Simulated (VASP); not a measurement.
# TiO2 (P4_2/mnm) in VASP: a series of runs, part 2 of 2

VASP 6.6.1. Earlier steps stand in the parts before.

### Step 5. Relaxation of cell and atoms, PBEsol

This run uses another cell than the first one, of 10.39 Å³/atom.

File INCAR:

```
PREC     = Accurate       # precision mode
ENCUT    = 600            # plane-wave cutoff, eV
EDIFF    = 1E-6           # SCF threshold, eV
ISMEAR   = 0              # smearing method
SIGMA    = 0.01           # smearing width, eV
LREAL    = False          # projectors in reciprocal space
LASPH    = True           # aspherical terms in the spheres
NELM     = 80             # most SCF steps
ALGO     = Normal         # electronic algorithm
ISIF     = 3              # what is computed and relaxed
LWAVE    = False          # write WAVECAR
LCHARG   = False          # write CHGCAR
GGA      = PS             # functional
IBRION   = 2              # ionic algorithm
NSW      = 100            # ionic steps
EDIFFG   = -0.05          # ionic threshold
```

File KPOINTS:

```
regular mesh
0
Gamma
  6 6 8
```

File POSCAR:

```
TiO2
1.0
    4.5922000000      0.0000000000      0.0000000000
    0.0000000000      4.5922000000      0.0000000000
    0.0000000000      0.0000000000      2.9574000000
Ti O
2 4
Direct
    0.0000000000      0.0000000000      0.0000000000
    0.5000000000      0.5000000000      0.5000000000
    0.3049600000      0.3049600000      0.0000000000
    0.1950400000      0.8049600000      0.5000000000
    0.6950400000      0.6950400000      0.0000000000
    0.8049600000      0.1950400000      0.5000000000
```

Potentials or basis: VASP PAW PBE potentials, release 64 (Ti_sv, O).

On the command line:

```bash
$ cat potpaw_PBE.64/Ti_sv/POTCAR potpaw_PBE.64/O/POTCAR > POTCAR
$ mpirun -np 1 vasp_std > vasp.out
```

OUTCAR:

```text
PREC = Accurate
   ENCUT = 600
   EDIFF = 1E-6
   ISMEAR = 0
   LREAL = False
   LASPH = True
   NELM = 80
   ISIF = 3
   GGA = PS
   IBRION = 2
   NSW = 100
   EDIFFG = -0.05

 ion  position               nearest neighbor table
   1  0.000  0.000  0.000-   4 1.95   6 1.95   4 1.95   6 1.95   5 1.98   3 1.98
   2  0.500  0.500  0.500-   3 1.95   5 1.95   3 1.95   5 1.95   4 1.98   6 1.98
   3  0.305  0.305  0.000-   2 1.95   2 1.95   1 1.98
   4  0.195  0.805  0.500-   1 1.95   1 1.95   2 1.98
   5  0.695  0.695  0.000-   2 1.95   2 1.95   1 1.98
   6  0.805  0.195  0.500-   1 1.95   1 1.95   2 1.98

  LATTYP: Found a simple tetragonal cell.
 ALAT       =     4.5922000000
 C/A-ratio  =     0.6440050520

  Lattice vectors:

 A1 = (   4.5922000000,   0.0000000000,   0.0000000000)
 A2 = (   0.0000000000,   4.5922000000,   0.0000000000)
 A3 = (   0.0000000000,   0.0000000000,   2.9574000000)
[... 313 lines left out ...]
  free energy    TOTEN  =       -56.10768730 eV

  energy without entropy =      -56.10768730  energy(sigma->0) =      -56.10768730

 E-fermi :   4.9899     XC(G=0): -11.7353

 val. band max:        4.7901312201   @ k =   0.0000   0.0000   0.0000
 cond. band min:       6.6211862963   @ k =   0.0000   0.0000   0.0000
 fundamental gap:      1.8310550762
 Fermi energy:         4.9898611337

 k-point     1 :       0.0000    0.0000    0.0000
  band No.  band energies     occupation
      1     -51.8441      2.00000
      2     -51.8259      2.00000
      3     -28.2733      2.00000
      4     -28.2733      2.00000
      5     -28.1001      2.00000
      6     -28.1001      2.00000
[... 733 lines left out ...]
     27       8.0024      0.00000
     28       8.0024      0.00000

 [... further k-points ...]

------------------------ aborting loop because EDIFF is reached ----------------------------------------

  FORCE on cell =-STRESS in cart. coord.  units (eV):
  Direction    XX          YY          ZZ          XY          YZ          ZX
  --------------------------------------------------------------------------------------
  -------------------------------------------------------------------------------------
  Total        0.0103630      0.0103630      0.0049247      0.0000000      0.0000000      0.0000000
  in kB        0.2676162      0.2676162      0.1271764      0.0000000      0.0000000      0.0000000
  external PRESSURE =       0.2208029 kB  Pullay stress =       0.0000000 kB
[... 21 lines left out ...]
  FREE ENERGIE OF THE ION-ELECTRON SYSTEM (eV)
  ---------------------------------------------------
  free  energy   TOTEN  =       -56.1076873027 eV

  energy  without entropy=      -56.1076873027  energy(sigma->0) =      -56.10768730

 reached required accuracy - stopping structural energy minimisation
```

OSZICAR:

```text
N       E                     dE             d eps       ncg     rms          rms(c)
DAV:   1     0.717342323291E+03    0.71734E+03   -0.27230E+04  2800   0.224E+03
DAV:   2     0.650175766374E+02   -0.65232E+03   -0.63148E+03  2928   0.614E+02
[... 37 lines left out ...]
DAV:   1    -0.561080927584E+02   -0.97929E-03   -0.24092E-01  2804   0.437E+00    0.261E-01
DAV:   2    -0.561079845203E+02    0.10824E-03   -0.93469E-03  3520   0.819E-01    0.144E-01
DAV:   3    -0.561077426973E+02    0.24182E-03   -0.13527E-03  3896   0.243E-01    0.663E-02
DAV:   4    -0.561076860452E+02    0.56652E-04   -0.35264E-04  4264   0.165E-01    0.295E-02
DAV:   5    -0.561076862461E+02   -0.20087E-06   -0.36213E-05  3644   0.520E-02    0.180E-02
DAV:   6    -0.561076872715E+02   -0.10254E-05   -0.84337E-06  3992   0.254E-02    0.424E-03
DAV:   7    -0.561076873027E+02   -0.31139E-07   -0.73617E-07  1776   0.660E-03
   4 F= -.56107687E+02 E0= -.56107687E+02  d E =-.573116E-03
```

CONTCAR:

```text
TiO2
   1.00000000000000
     4.5924129156275644    0.0000000000000000    0.0000000000000000
     0.0000000000000000    4.5924129156275644    0.0000000000000000
     0.0000000000000000    0.0000000000000000    2.9417221829858575
  Ti              O
     2     4
Direct
     0.0000000000000000    1.0000000000000000    1.0000000000000000
     0.5000000000000000    0.5000000000000000    0.5000000000000000
     0.3042841646213346    0.3042841646213346    0.0000000000000000
     0.1957158353786654    0.8042841646213346    0.5000000000000000
     0.6957158353786654    0.6957158353786654    1.0000000000000000
     0.8042841646213346    0.1957158353786654    0.5000000000000000

  0.00000000E+00  0.00000000E+00  0.00000000E+00
  0.00000000E+00  0.00000000E+00  0.00000000E+00
  0.00000000E+00  0.00000000E+00  0.00000000E+00
  0.00000000E+00  0.00000000E+00  0.00000000E+00
  0.00000000E+00  0.00000000E+00  0.00000000E+00
  0.00000000E+00  0.00000000E+00  0.00000000E+00
```

Run time: 5.2 min. Hardware: 1 thread of AMD EPYC 7R13 (Zen 3), shared host; peak memory 0.22 GiB.

Results:

- Free energy: -56.1077 eV
- Relaxed volume: 10.34 Å³/atom
- Relaxed cell: a = 4.592 Å, b = 4.592 Å, c = 2.942 Å, α = 90.00°, β = 90.00°, γ = 90.00°
- Space group after relaxing (to 0.1 Å): P4_2/mnm (No. 136)
- Energy gained by relaxing: 0.5 meV/atom
- Ionic steps: 4
- Pressure after relaxing: 0.0 GPa
- Largest force after relaxing: 0.006 eV/Å
- Band gap on the k mesh: 1.83 eV

Forces in eV/Å, atoms in the order of the input:
```
Ti   0.000  0.000  0.000
Ti   0.000  0.000  0.000
O    0.004  0.004  0.000
O   -0.004  0.004  0.000
O   -0.004 -0.004  0.000
O    0.004 -0.004  0.000
```

Step by step:
| step | energy change (eV) | largest force (eV/Å) | pressure (GPa) | volume (Å³) |
| --- | --- | --- | --- | --- |
| 1 | 0.0000 | 0.0539 | -1.25 | 62.37 |
| 2 | -0.0005 | 0.0651 | 1.73 | 61.64 |
| 3 | -0.0023 | 0.0595 | 0.34 | 61.98 |
| 4 | -0.0029 | 0.0057 | 0.02 | 62.04 |

Final structure:
```cif
data_structure
_symmetry_space_group_name_H-M 'P 1'
_symmetry_Int_Tables_number 1
_cell_length_a 4.5924
_cell_length_b 4.5924
_cell_length_c 2.9417
_cell_angle_alpha 90.000
_cell_angle_beta 90.000
_cell_angle_gamma 90.000
_cell_volume 62.04
loop_
_atom_site_label
_atom_site_type_symbol
_atom_site_fract_x
_atom_site_fract_y
_atom_site_fract_z
_atom_site_occupancy
Ti1 Ti 0.00000 0.00000 0.00000 1
Ti2 Ti 0.50000 0.50000 0.50000 1
O1 O 0.30428 0.30428 0.00000 1
O2 O 0.19572 0.80428 0.50000 1
O3 O 0.69572 0.69572 0.00000 1
O4 O 0.80428 0.19572 0.50000 1
```

Caveat: the PAW data sets were made with another functional, which shifts forces and pressure a little. A k mesh can miss the band edges.

### Step 6. Summary

```tsv
task	cell	k mesh	cutoff (eV)	smearing	gap on the mesh (eV)	pressure (GPa)	largest force (eV/Å)
single point	a = 4.591, b = 4.591, c = 2.939 Å, 6 atoms, atomic positions A	6 × 6 × 8	520	gaussian 0.01 eV	1.84	0.7	0.02
single point	a = 4.591, b = 4.591, c = 2.939 Å, 6 atoms, atomic positions A	8 × 8 × 12	520	fermi-dirac 0.1 eV	1.84	0.6	0.02
relaxation of cell and atoms	relaxed from a = 4.592, b = 4.592, c = 2.957 Å, 6 atoms, atomic positions B	6 × 6 × 8	600	gaussian 0.01 eV	1.83	0.0	0.01
```

Alike in all rows: level PBEsol; potentials or basis VASP PAW PBE potentials, release 64 (Ti_sv, O); no spin polarisation.

Caveats: the PAW data sets were made with another functional, which shifts forces and pressure a little.

Total energies depend on the potentials used, so only differences within one code and one set of settings carry meaning.

### Step 7. How close it comes

Step 2. A measured gap of TiO2 is 3.03 eV (direct; 1.6 K; quoted in “Shallow Valence Band of Rutile GeO2 and P-type Doping”, 2020, arxiv:2011.08928); the calculated 1.84 eV misses it by -1.19 eV. 2 values of this kind are on record in papers (3.03 to 3.05 eV); this one was drawn at random among those near their median. The value is that of PBEsol on a finite k mesh, which can miss the band edges, without temperature or zero-point motion. Semilocal functionals fall short of measured gaps as a rule.

Step 3. A measured gap of TiO2 is 3.03 eV (direct; 1.6 K; quoted in “Shallow Valence Band of Rutile GeO2 and P-type Doping”, 2020, arxiv:2011.08928); the calculated 1.84 eV misses it by -1.19 eV. 2 values of this kind are on record in papers (3.03 to 3.05 eV); this one was drawn at random among those near their median. The value is that of PBEsol on a finite k mesh, which can miss the band edges, without temperature or zero-point motion. Semilocal functionals fall short of measured gaps as a rule.
